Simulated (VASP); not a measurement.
Input of a VASP 6.6.1 run:

The input INCAR:

```
ALGO = Normal
EDIFF = 1E-6
ENCUT = 520
GGA = PE
ISIF = 2
ISMEAR = -1
IVDW = 12
LASPH = T
LCHARG = F
LREAL = F
LWAVE = F
NBANDS = 46
NELM = 100
PREC = Accurate
SIGMA = 0.1
```

The input KPOINTS:

```
k-points
0
Gamma
  4 4 4
```

The input POSCAR:

```
Sr2OsSO6
1.0
    0.0000000000      4.0024200000      4.0024200000
    4.0024200000      0.0000000000      4.0024200000
    4.0024200000      4.0024200000      0.0000000000
S Sr Os O
1 2 1 6
Direct
    0.5000000000      0.5000000000      0.5000000000
    0.2500000000      0.2500000000      0.2500000000
    0.7500000000      0.7500000000      0.7500000000
    0.0000000000      0.0000000000      0.0000000000
    0.7670000000      0.2330000000      0.2330000000
    0.2330000000      0.7670000000      0.2330000000
    0.2330000000      0.7670000000      0.7670000000
    0.7670000000      0.2330000000      0.7670000000
    0.2330000000      0.2330000000      0.7670000000
    0.7670000000      0.7670000000      0.2330000000
```

Potentials or basis: VASP PAW PBE potentials, release 64 (S, Sr_sv, Os, O).

Command:

```console
$ cat potpaw_PBE.64/S/POTCAR potpaw_PBE.64/Sr_sv/POTCAR potpaw_PBE.64/Os/POTCAR potpaw_PBE.64/O/POTCAR > POTCAR
$ mpirun -np 1 vasp_std > vasp.out
```

Q: Predict the dispersion energy per atom.

A: -0.223 eV.

Q: What does it give for the band gap on the k mesh?

A: Zero (band 35 reaches 6.15 eV, above the bottom of band 36 at 4.89 eV).

Q: Predict the largest force.

A: 3.046 eV/Å.

Q: Predict the pressure.

A: 11.3 GPa.

Forces on the atoms (eV/Å):
```
S    0.000  0.000  0.000
Sr   0.000  0.000  0.000
Sr   0.000  0.000  0.000
Os   0.000  0.000  0.000
O    3.046  0.000  0.000
O    0.000  3.046  0.000
O   -3.046  0.000  0.000
O    0.000 -3.046  0.000
O    0.000  0.000  3.046
O    0.000  0.000 -3.046
```

Caveat: three body term missing; spin-orbit coupling is left out, which moves the levels of the heavy elements; pairwise dispersion overbinds metals, which lowers pressure and volume; forces of over 1 eV/Å act on the atoms, so gaps and moduli don't describe the material at rest.
